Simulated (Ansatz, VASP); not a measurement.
**Pt in VASP and in Ansatz**

File INCAR:

```
SYSTEM = Pt
PREC     = Accurate       ! precision mode
ENCUT    = 600            ! plane-wave cutoff, eV
EDIFF    = 1E-6           ! SCF threshold, eV
ISMEAR   = -1             ! smearing method
SIGMA    = 0.05           ! smearing width, eV
LREAL    = .False.        ! projectors in reciprocal space
LASPH    = .True.         ! aspherical terms in the spheres
NELM     = 80             ! most SCF steps
ALGO     = Normal         ! electronic algorithm
ISIF     = 3              ! what is computed and relaxed
LWAVE    = .False.        ! write WAVECAR
LCHARG   = .False.        ! write CHGCAR
GGA      = PE             ! functional
IBRION   = 2              ! ionic algorithm
NSW      = 60             ! ionic steps
EDIFFG   = -0.005         ! ionic threshold
```

The input KPOINTS:

```
regular mesh
0
Gamma
  16 16 16
  0 0 0
```

POSCAR

```
Pt
1.0
    0.0000000000      1.9857740511      1.9857740511
    1.9857740511      0.0000000000      1.9857740511
    1.9857740511      1.9857740511      0.0000000000
Pt
1
Direct
    0.0000000000      0.0000000000      0.0000000000
```

Input for Ansatz:

```yaml
crystal:
  lattice:
    - [0.0, 1.9857740511, 1.9857740511]
    - [1.9857740511, 0.0, 1.9857740511]
    - [1.9857740511, 1.9857740511, 0.0]
  atoms:
    - { symbol: Pt, position: [0.0, 0.0, 0.0] }
kpoints:
  mp_grid: { grid: [16, 16, 16] }
scf:
  occupations: { method: fermi_dirac, width: 0.05 }
hamiltonian:
  xc: pbe
  pseudopotentials: { kind: paw }
output:
  forces: true
  stress: true
relax:
  f_tol: 0.005
  max_steps: 40
  cell: {}
```

Alike in both runs: task relaxation of cell and atoms; functional PBE; k mesh 16 × 16 × 16; occupations fermi-dirac, width 0.05 eV; no spin polarisation.

```csv
,VASP,Ansatz
version,VASP 6.6.1,Ansatz 0.2.0
potentials or method,"VASP PAW PBE potentials, release 64 (Pt)","PAW with Ansatz's default frozen-core files, scalar-relativistic"
plane-wave cutoff (eV),600,420
valence electrons in the cell,10,18
```

```tsv
	VASP	Ansatz	Ansatz less VASP
relaxed volume (Å³/atom)	15.62	15.64	+0.026
relaxed cell length with the largest relative difference (Å)	2.806	2.807	+0.0016
```

VASP's potentials hold 10 valence electrons a cell and Ansatz's 18, so a difference there can come from the potentials and not from the codes.

Neither program's run includes spin-orbit coupling.
